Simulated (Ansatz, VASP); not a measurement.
## Two plane-wave programs on BeS

File INCAR:

```
SYSTEM = BeS
PREC = Accurate ; ENCUT = 600
EDIFF = 1E-6 ; ISMEAR = 0
SIGMA = 0.02 ; LREAL = .False.
LASPH = .True. ; NELM = 120
ALGO = Normal ; ISIF = 2
LWAVE = .False. ; LCHARG = .False.
GGA = PE ; NBANDS = 11
GGA_COMPAT = .False.
```

Contents of KPOINTS:

```
regular mesh
0
Gamma
  8 8 8
  0 0 0
```

The input POSCAR:

```
BeS
1.0
    0.0000000000      2.5168692549      2.5168692549
    2.5168692549      0.0000000000      2.5168692549
    2.5168692549      2.5168692549      0.0000000000
Be S
1 1
Direct
    0.7500000000      0.7500000000      0.7500000000
    0.0000000000      0.0000000000      0.0000000000
```

Input for Ansatz:

```yaml
crystal:
  lattice:
    - [0.0, 2.5168692549, 2.5168692549]
    - [2.5168692549, 0.0, 2.5168692549]
    - [2.5168692549, 2.5168692549, 0.0]
  atoms:
    - { symbol: Be, position: [0.75, 0.75, 0.75] }
    - { symbol: S, position: [0.0, 0.0, 0.0] }
basis:
  ecutwfc: 420
kpoints:
  mp_grid: { grid: [8, 8, 8] }
hamiltonian:
  xc: pbe
scf:
  occupations: { method: gaussian, width: 0.02 }
  mixing: { algorithm: msr1, beta: 0.1 }
output:
  forces: true
  eigenvalues: true
  stress: true
```

Alike in both runs: task single point; functional PBE; k mesh 8 × 8 × 8; occupations gaussian, width 0.02 eV; no spin polarisation.

|  | VASP | Ansatz |
| --- | --- | --- |
| version | VASP 6.6.1 | Ansatz 0.2.0 |
| potentials or method | VASP PAW PBE potentials, release 64 (Be, S), cutoff 600 eV | scalar-relativistic, plane waves, PAW |
| valence electrons in the cell | 8 | 8 |

|  | VASP | Ansatz | Ansatz less VASP |
| --- | --- | --- | --- |
| gap on the k mesh at the Fermi level (eV) | 3.33 | 3.33 | -0.001 |
| pressure (GPa) | -7.4 | -7.4 | -0.03 |
